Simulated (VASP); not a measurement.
# Ge in VASP: notebook, part 2 of 2

VASP 6.6.1. The steps go on from the part before.

**5. Single point, PBE+D3(BJ)**

This run uses another cell than the first one.

INCAR

```
PREC     = Accurate       # precision mode
ENCUT    = 520            # plane-wave cutoff, eV
EDIFF    = 1E-6           # SCF threshold, eV
ISMEAR   = 0              # smearing method
SIGMA    = 0.1            # smearing width, eV
LREAL    = False          # projectors in reciprocal space
LASPH    = True           # aspherical terms in the spheres
NELM     = 100            # most SCF steps
ALGO     = Normal         # electronic algorithm
ISIF     = 2              # what is computed and relaxed
LWAVE    = False          # write WAVECAR
LCHARG   = False          # write CHGCAR
LDIPOL   = True         
IDIPOL   = 3            
DIPOL    = 0.5 0.5 0.500
GGA      = PE             # functional
IVDW     = 12             # dispersion correction
NBANDS   = 21             # bands
```

KPOINTS

```
Automatic mesh
0
Gamma
  12 12 1
```

POSCAR

```
Ge
1.0
    4.0300000000      0.0000000000      0.0000000000
   -2.0150000000      3.4900823773      0.0000000000
    0.0000000000      0.0000000000     28.0000000000
Ge
2
Direct
    0.3333333333      0.6666666667      0.5052321429
    0.6666666667      0.3333333333      0.4947678571
```

Potentials or basis: VASP PAW PBE potentials, release 64 (Ge_d).

Command:

```
cat potpaw_PBE.64/Ge_d/POTCAR > POTCAR
mpirun -np 1 vasp_std > vasp.out
```

OUTCAR:

```text
PREC = Accurate
   ENCUT = 520
   EDIFF = 1E-6
   ISMEAR = 0
   LREAL = False
   LASPH = True
   NELM = 100
   ISIF = 2
   GGA = PE
   IVDW = 12
 IVDW          = 12

 ion  position               nearest neighbor table
   1  0.333  0.667  0.505-   2 2.35   2 2.35   2 2.35
   2  0.667  0.333  0.495-   1 2.35   1 2.35   1 2.35

  LATTYP: Found a hexagonal cell.
 ALAT       =     4.0300000000
 C/A-ratio  =     6.9478908189

  Lattice vectors:

 A1 = (   4.0300000000,   0.0000000000,   0.0000000000)
 A2 = (  -2.0150000000,   3.4900823773,   0.0000000000)
 A3 = (   0.0000000000,   0.0000000000,  28.0000000000)

Analysis of symmetry for initial positions (statically):
=====================================================================
 Subroutine PRICEL returns:
 Original cell was already a primitive cell.

 Routine SETGRP: Setting up the symmetry group for a
 hexagonal supercell.

 Subroutine GETGRP returns: Found 12 space group operations
 (whereof 12 operations were pure point group operations)
 out of a pool of 24 trial point group operations.

The static configuration has the point symmetry D_3d.

Analysis of symmetry for dynamics (positions and initial velocities):
=====================================================================
 Subroutine PRICEL returns:
 Original cell was already a primitive cell.

 Routine SETGRP: Setting up the symmetry group for a
 hexagonal supercell.

 Subroutine GETGRP returns: Found 12 space group operations
 (whereof 12 operations were pure point group operations)
 out of a pool of 24 trial point group operations.

The dynamic configuration has the point symmetry D_3d.

 Subroutine INISYM returns: Found 12 space group operations
 (whereof 12 operations are pure point group operations),
 and found     1 'primitive' translations

[... 110 lines left out ...]
  Fermi-wavevector in a.u.,A,eV,Ry     =   0.678205  1.281622  6.258171  0.459963
  Thomas-Fermi vector in A             =   1.756040
   LORBIT       =      0    0 simple, 1 ext, 2 COOP (PROOUT), +10 PAW based schemes
   GGA     = PE    functional components
   LHFCALC =     F    Hartree Fock is set to
   AEXX    =    0.0000 exact exchange contribution
   IVDW    =    12    specifies the selected vdW correction
   LEPSILON=     F    determine dielectric tensor
   LRPA    =     F    only Hartree local field effects (RPA)
 non-spin polarized calculation
 Gauss-broadening in eV      SIGMA  =   0.10
  energy-cutoff  :      520.00
  volume of cell :      393.82
 maximum number of plane-waves:     10665
 NGX is ok and might be reduce to    30
   NGX = 15   NGY = 15   NGZ =105

 dipolmoment           0.000000      0.000000      0.000000 electrons x Angstroem

 number of electron      28.0000001 magnetization

 dipolmoment           0.000000      0.000000     -0.000000 electrons x Angstroem

 Free energy of the ion-electron system (eV)
  ---------------------------------------------------
  ext. energy  EPLUGINS =         0.00000000
  ---------------------------------------------------
  free energy    TOTEN  =        -7.90615106 eV

  energy without entropy =       -7.90490271  energy(sigma->0) =       -7.90552689

 E-fermi :  -3.3362     XC(G=0):  -1.6225

 val. band max:       -3.8522504842   @ k =   0.3333   0.2500   0.0000
 cond. band min:      -3.2884612094   @ k =   0.3333   0.3333   0.0000
 fundamental gap:      0.5637892748
 Fermi energy:        -3.3361547814

 k-point     1 :       0.0000    0.0000    0.0000
  band No.  band energies     occupation
      1     -28.4140      2.00000
      2     -28.3983      2.00000
      3     -28.3983      2.00000
      4     -28.3571      2.00000
      5     -28.3571      2.00000
      6     -28.1829      2.00000
[... 445 lines left out ...]
     20       3.6657      0.00000
     21       3.6657      0.00000

------------------------ aborting loop because EDIFF is reached ----------------------------------------

 vacuum level on the upper side and lower side of the slab       (xc-potential included)        -0.007        -0.007

 Edisp (eV)   -0.30804

 E8    (eV) :    -0.1475

  FORCE on cell =-STRESS in cart. coord.  units (eV):
  Direction    XX          YY          ZZ          XY          YZ          ZX
  --------------------------------------------------------------------------------------
  -------------------------------------------------------------------------------------
  Total       0.73103     0.73103     0.15767     0.00000     0.00000     0.00000
  in kB       2.97403     2.97403     0.64146     0.00000     0.00000     0.00000
  external pressure =        2.20 kB  Pullay stress =        0.00 kB

 VOLUME and BASIS-vectors are now :
 -----------------------------------------------------------------------------
  energy-cutoff  :      520.00
  volume of cell :      393.82
      direct lattice vectors                 reciprocal lattice vectors
     4.030000000  0.000000000  0.000000000     0.248138958  0.143263094  0.000000000
    -2.015000000  3.490082377  0.000000000     0.000000000  0.286526188  0.000000000
     0.000000000  0.000000000 28.000000000     0.000000000  0.000000000  0.035714286

 POSITION                                       TOTAL-FORCE (eV/Angst)
 -----------------------------------------------------------------------------------
     -0.00000      2.32672     14.14650         0.000000      0.000000      0.589502
      2.01500      1.16336     13.85350        -0.000000      0.000000     -0.589502
 -----------------------------------------------------------------------------------
    total drift:                               -0.000000      0.000000     -0.000000

  FREE ENERGIE OF THE ION-ELECTRON SYSTEM (eV)
  ---------------------------------------------------
  free  energy   TOTEN  =        -8.2141929933 eV

  energy  without entropy=       -8.2129446481  energy(sigma->0) =       -8.21356882

 vacuum level on the upper side and lower side of the slab         1.088         1.088
```

OSZICAR:

```text
N       E                     dE             d eps       ncg     rms          rms(c)
DAV:   1     0.152551915812E+03    0.15255E+03   -0.13904E+04   950   0.130E+03
DAV:   2     0.808386764057E+01   -0.14447E+03   -0.14113E+03  1079   0.252E+02
DAV:   3    -0.736150378140E+01   -0.15445E+02   -0.15392E+02  1096   0.105E+02
DAV:   4    -0.800379085595E+01   -0.64229E+00   -0.64187E+00   987   0.248E+01
[... 12 lines left out ...]
DAV:  17    -0.790613568270E+01   -0.13060E-04   -0.46068E-07   796   0.704E-03    0.363E-04
DAV:  18    -0.790614395037E+01   -0.82677E-05   -0.18325E-07   716   0.153E-03    0.277E-04
DAV:  19    -0.790614934380E+01   -0.53934E-05   -0.14403E-07   709   0.235E-03    0.175E-04
DAV:  20    -0.790615073643E+01   -0.13926E-05   -0.16353E-08   689   0.115E-03    0.578E-05
DAV:  21    -0.790615105899E+01   -0.32256E-06   -0.37088E-09   611   0.498E-04
   1 F= -.82141930E+01 E0= -.82135688E+01  d E =-.124835E-02
```

stdout:

```text
POSCAR found type information on POSCAR Ge
 POSCAR found :  1 types and       2 ions
 scaLAPACK will be used
 LDA part: xc-table for (Slater+PW92), standard interpolation
 POSCAR, INCAR and KPOINTS ok, starting setup
 FFT: planning ... GRIDC
 FFT: planning ... GRID_SOFT
 FFT: planning ... GRID
 WAVECAR not read
 entering main loop
```

Run time: 4.7 min. Hardware: 1 thread of Intel Xeon 6975P-C (Granite Rapids), shared host; peak memory 0.51 GiB.

Results:

```yaml
Free_energy: -8.2142 eV
Largest_force: 0.590 eV/Å
Band_gap_on_the_k_mesh: zero (bands 14 and 15 overlap by 0.68 eV)
Dispersion_energy_per_atom: -0.154 eV
```

Forces on the atoms (eV/Å):
```
Ge   0.000  0.000  0.590
Ge   0.000  0.000 -0.590
```

**6. Single point, PBE+D3(BJ)**

This run uses another cell than the first one.

INCAR

```
SYSTEM = Ge
PREC = Accurate
ENCUT = 520
EDIFF = 1E-6
ISMEAR = 0
SIGMA = 0.1
LREAL = .False.
LASPH = .True.
NELM = 80
ALGO = Normal
ISIF = 2
LWAVE = .False.
LCHARG = .True.
LDIPOL = .True.
IDIPOL = 3
DIPOL = 0.5 0.5 0.500
GGA = PE
IVDW = 12
LELF = .True.
LVHAR = .True.
LVACPOTAV = .True.
NBANDS = 21
```

KPOINTS

```
Automatic mesh
0
Gamma
  12 12 1
  0 0 0
```

POSCAR

```
Ge
1.0
    4.0300000000      0.0000000000      0.0000000000
   -2.0150000000      3.4900823773      0.0000000000
    0.0000000000      0.0000000000     28.0000000000
Ge
2
Direct
    0.3333333333      0.6666666667      0.5104821429
    0.6666666667      0.3333333333      0.4895178571
```

Potentials or basis: VASP PAW PBE potentials, release 64 (Ge_d).

Command:

```
cat potpaw_PBE.64/Ge_d/POTCAR > POTCAR
mpirun -np 1 vasp_std > vasp.out
```

Run time: 4 min. Hardware: 1 thread of Intel Xeon 6975P-C (Granite Rapids), shared host; peak memory 0.52 GiB.

The run converged. Its results:

```yaml
Free_energy: -8.3694 eV
Largest_force: 0.321 eV/Å
Band_gap_on_the_k_mesh: zero (filled and empty bands touch)
Dispersion_energy_per_atom: -0.154 eV
```

Forces on the atoms (eV/Å):
```
Ge   0.000  0.000  0.321
Ge   0.000  0.000 -0.321
```

Levels at points of the mesh, in eV from the Fermi level:
```
           k point  band 12  band 13  band 14  band 15  band 16  band 17
(0.00, 0.00, 0.00)    -3.43    -0.75    -0.75     0.19     2.47     3.73
(0.50, 0.00, 0.00)    -7.64    -2.30    -1.15     0.72     1.37     5.57
```

**7. The runs side by side**

```csv
cell,gap on the mesh (eV),largest force (eV/Å)
"a = 3.965, b = 3.965, c = 28.000 Å, angles 90.0, 90.0, 120.0°, 2 atoms, atomic positions A",none,0.67
"a = 3.965, b = 3.965, c = 28.000 Å, angles 90.0, 90.0, 120.0°, 2 atoms, atomic positions B",none,0.11
"a = 3.965, b = 3.965, c = 28.000 Å, angles 90.0, 90.0, 120.0°, 2 atoms, atomic positions C",none,1.18
"a = 4.030, b = 4.030, c = 28.000 Å, angles 90.0, 90.0, 120.0°, 2 atoms, atomic positions D",none,0.59
"a = 4.030, b = 4.030, c = 28.000 Å, angles 90.0, 90.0, 120.0°, 2 atoms, atomic positions E",none,0.32
```

Alike in all rows: task single point; level PBE+D3(BJ); potentials or basis VASP PAW PBE potentials, release 64 (Ge_d); no spin polarisation; k mesh 12 × 12 × 1; cutoff (eV) 520; smearing gaussian 0.1 eV.

Total energies depend on the potentials used, so only differences within one code and one set of settings carry meaning.
